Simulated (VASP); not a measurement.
# TaN (Fm-3m) in VASP: notebook, part 2 of 3

VASP 6.6.1. Earlier steps stand in the parts before.

## Step 3: Single point, r2SCAN

This run uses another cell than the first one, of 10.35 Å³/atom.

POSCAR reads:

```
TaN
1.0
    0.0000000000      2.1790013100      2.1790013100
    2.1790013100      0.0000000000      2.1790013100
    2.1790013100      2.1790013100      0.0000000000
Ta N
1 1
Direct
    0.5000000000      0.5000000000      0.5000000000
    0.0000000000      0.0000000000      0.0000000000
```

INCAR.step1 reads:

```
SYSTEM = TaN
ALGO     = Normal         ! electronic algorithm
EDIFF    = 1E-5           ! SCF threshold, eV
ENCUT    = 770            ! plane-wave cutoff, eV
GGA      = PE             ! functional
GGA_COMPAT= .FALSE.      
ISMEAR   = -1             ! smearing method
LASPH    = .TRUE.         ! aspherical terms in the spheres
LCHARG   = .FALSE.        ! write CHGCAR
LREAL    = .FALSE.        ! projectors in reciprocal space
LWAVE    = .TRUE.         ! write WAVECAR
NBANDS   = 16             ! bands
NELM     = 120            ! most SCF steps
PREC     = Accurate       ! precision mode
SIGMA    = 0.05           ! smearing width, eV
```

INCAR.step2 reads:

```
SYSTEM = TaN
ALGO     = Normal         ! electronic algorithm
EDIFF    = 1E-6           ! SCF threshold, eV
ENCUT    = 770            ! plane-wave cutoff, eV
GGA_COMPAT= .FALSE.      
ISIF     = 2              ! what is computed and relaxed
ISMEAR   = -1             ! smearing method
ISTART   = 1            
LASPH    = .TRUE.         ! aspherical terms in the spheres
LCHARG   = .FALSE.        ! write CHGCAR
LMIXTAU  = .TRUE.       
LREAL    = .FALSE.        ! projectors in reciprocal space
LWAVE    = .FALSE.        ! write WAVECAR
METAGGA  = R2SCAN         ! meta-GGA
NBANDS   = 16             ! bands
NELM     = 120            ! most SCF steps
PREC     = Accurate       ! precision mode
SIGMA    = 0.05           ! smearing width, eV
```

KPOINTS reads:

```
k-points
0
G
  10 10 10
  0 0 0
```

Potentials or basis: VASP PAW PBE potentials, release 64 (Ta_sv_GW, N).

Started as:

```
cat potpaw_PBE.64/Ta_sv_GW/POTCAR potpaw_PBE.64/N/POTCAR > POTCAR
cp INCAR.step1 INCAR
mpirun -np 1 vasp_std > vasp.out
cp INCAR.step2 INCAR
mpirun -np 1 vasp_std > vasp.out
```

OUTCAR:

```text
SYSTEM = TaN
   EDIFF = 1E-6
   ENCUT = 770
   ISIF = 2
   ISMEAR = -1
   ISTART = 1
   LASPH = .TRUE.
   LREAL = .FALSE.
   METAGGA = R2SCAN
   NELM = 120
   PREC = Accurate

 ion  position               nearest neighbor table
   1  0.500  0.500  0.500-   2 2.18   2 2.18   2 2.18   2 2.18   2 2.18   2 2.18
   2  0.000  0.000  0.000-   1 2.18   1 2.18   1 2.18   1 2.18   1 2.18   1 2.18

  LATTYP: Found a face centered cubic cell.
 ALAT       =     4.3580026200

  Lattice vectors:

 A1 = (   0.0000000000,   2.1790013100,   2.1790013100)
 A2 = (   2.1790013100,   0.0000000000,   2.1790013100)
 A3 = (   2.1790013100,   2.1790013100,   0.0000000000)

Analysis of symmetry for initial positions (statically):
=====================================================================
 Subroutine PRICEL returns:
 Original cell was already a primitive cell.

 Routine SETGRP: Setting up the symmetry group for a
 face centered cubic supercell.

 Subroutine GETGRP returns: Found 48 space group operations
 (whereof 48 operations were pure point group operations)
 out of a pool of 48 trial point group operations.

The static configuration has the point symmetry O_h .

Analysis of symmetry for dynamics (positions and initial velocities):
=====================================================================
 Subroutine PRICEL returns:
 Original cell was already a primitive cell.

 Routine SETGRP: Setting up the symmetry group for a
 face centered cubic supercell.

 Subroutine GETGRP returns: Found 48 space group operations
 (whereof 48 operations were pure point group operations)
 out of a pool of 48 trial point group operations.

The dynamic configuration has the point symmetry O_h .

 Subroutine INISYM returns: Found 48 space group operations
 (whereof 48 operations are pure point group operations),
 and found     1 'primitive' translations

----------------------------------------------------------------------------------------

[... 111 lines left out ...]
     AMIX     =   0.40;   BMIX     =  1.00
     AMIX_MAG =   1.60;   BMIX_MAG =  1.00
  volume/ion in A,a.u.               =      10.35        69.82
  Fermi-wavevector in a.u.,A,eV,Ry     =   1.562781  2.953228 33.229306  2.442285
  Thomas-Fermi vector in A             =   2.665649
   LORBIT       =      0    0 simple, 1 ext, 2 COOP (PROOUT), +10 PAW based schemes
   METAGGA = R2SCAN    functional components
   LHFCALC =     F    Hartree Fock is set to
   AEXX    =    0.0000 exact exchange contribution
   IVDW    =     0    specifies the selected vdW correction
   LEPSILON=     F    determine dielectric tensor
   LRPA    =     F    only Hartree local field effects (RPA)
 non-spin polarized calculation
  energy-cutoff  :      770.00
  volume of cell :       20.69
 maximum number of plane-waves:      1018
   NGX = 13   NGY = 13   NGZ = 13

 number of electron      17.9999999 magnetization

 Free energy of the ion-electron system (eV)
  ---------------------------------------------------
  ext. energy  EPLUGINS =         0.00000000
  ---------------------------------------------------
  free energy    TOTEN  =       -62.20361082 eV

  energy without entropy =      -62.19836837  energy(sigma->0) =      -62.20098960

 E-fermi :  14.3201     XC(G=0): -14.9460

 val. band max:       14.1949062113   @ k =  -0.2000   0.2000   0.0000
 cond. band min:      14.3564833692   @ k =  -0.3000   0.3000   0.1000
 fundamental gap:      0.1615771579
 Fermi energy:        14.3200572245

 k-point     1 :       0.0000    0.0000    0.0000
  band No.  band energies     occupation
      1     -57.3340      2.00000
      2     -22.8004      2.00000
      3     -22.8004      2.00000
      4     -22.8004      2.00000
      5      -5.9210      2.00000
      6      10.0742      2.00000
[... 433 lines left out ...]
      3     -23.0712      2.00000
      4     -23.0419      2.00000
      5      -4.3343      2.00000
      6       5.7831      2.00000
[... 8 lines left out ...]
     15      25.9480      0.00000
     16      30.5113      0.00000

 [... further k-points ...]

------------------------ aborting loop because EDIFF is reached ----------------------------------------

  FORCE on cell =-STRESS in cart. coord.  units (eV):
  Direction    XX          YY          ZZ          XY          YZ          ZX
  --------------------------------------------------------------------------------------
  -------------------------------------------------------------------------------------
  Total        1.2543002      1.2543002      1.2543002     -0.0000000      0.0000000     -0.0000000
  in kB       97.1202079     97.1202079     97.1202079     -0.0000000      0.0000000     -0.0000000
  external PRESSURE =      97.1202079 kB  Pullay stress =       0.0000000 kB

 VOLUME and BASIS-vectors are now :
 -----------------------------------------------------------------------------
  energy-cutoff  :      770.00
  volume of cell :       20.69
      direct lattice vectors                 reciprocal lattice vectors
     0.000000000  2.179001310  2.179001310    -0.229462918  0.229462918  0.229462918
     2.179001310  0.000000000  2.179001310     0.229462918 -0.229462918  0.229462918
     2.179001310  2.179001310  0.000000000     0.229462918  0.229462918 -0.229462918

 POSITION                                       TOTAL-FORCE (eV/Angst)
 -----------------------------------------------------------------------------------
      2.17900      2.17900      2.17900        -0.000000     -0.000000      0.000000
      0.00000      0.00000      0.00000         0.000000      0.000000     -0.000000
 -----------------------------------------------------------------------------------
    total drift:                                0.000000      0.000000      0.000000

  FREE ENERGIE OF THE ION-ELECTRON SYSTEM (eV)
  ---------------------------------------------------
  free  energy   TOTEN  =       -62.2036108208 eV

  energy  without entropy=      -62.1983683736  energy(sigma->0) =      -62.20098960
```

OSZICAR.step1:

```text
N       E                     dE             d eps       ncg     rms          rms(c)
DAV:   1     0.146597242596E+03    0.14660E+03   -0.14001E+04  1504   0.157E+03
DAV:   2    -0.221385806088E+02   -0.16874E+03   -0.16267E+03  2208   0.397E+02
DAV:   3    -0.284043014340E+02   -0.62657E+01   -0.62527E+01  1720   0.691E+01
DAV:   4    -0.285389835807E+02   -0.13468E+00   -0.13468E+00  2264   0.736E+00
DAV:   5    -0.285416554120E+02   -0.26718E-02   -0.26718E-02  1744   0.692E-01    0.456E+01
DAV:   6    -0.244621775311E+02    0.40795E+01   -0.86978E+00  1856   0.284E+01    0.484E+01
DAV:   7    -0.243855339033E+02    0.76644E-01   -0.46073E-01  1560   0.589E+00    0.252E+01
DAV:   8    -0.243397553609E+02    0.45779E-01   -0.13043E-01  1864   0.321E+00    0.203E+00
DAV:   9    -0.243384109028E+02    0.13445E-02   -0.53529E-03  1864   0.710E-01    0.866E-01
DAV:  10    -0.243384108052E+02    0.97574E-07   -0.12431E-03  1592   0.352E-01    0.143E-01
DAV:  11    -0.243384159463E+02   -0.51410E-05   -0.78991E-05  1768   0.103E-01
   1 F= -.24338416E+02 E0= -.24335676E+02  d E =-.547934E-02
```

Wall time 59 s (1 thread of Intel Xeon 6975P-C (Granite Rapids), shared host); peak memory 0.19 GiB.

What came out:

- Free energy: -62.2036 eV
- Pressure: 9.7 GPa
- Band gap on the k mesh: zero (bands 9 and 10 overlap by 4.25 eV)

Levels at points of the mesh, in eV from the Fermi level:
| k point | band 7 | band 8 | band 9 | band 10 | band 11 | band 12 |
| --- | --- | --- | --- | --- | --- | --- |
| (0.00, 0.00, 0.00) | -4.25 | -4.25 | -2.26 | -2.26 | -2.26 | 0.15 |
| (0.50, 0.00, 0.00) | -8.20 | -8.20 | 1.99 | 1.99 | 2.13 | 4.09 |
| (0.50, 0.50, 0.00) | -5.82 | -5.08 | -5.08 | 2.31 | 3.69 | 3.69 |

Caveat: the cell stands under pressure; the PAW data sets were made with another functional, which shifts forces and pressure a little; spin-orbit coupling is left out, which moves the levels of the heavy elements.

[end of part 2 of 3]

The gap in the log of VASP goes by the Fermi energy; the results here count the filled bands.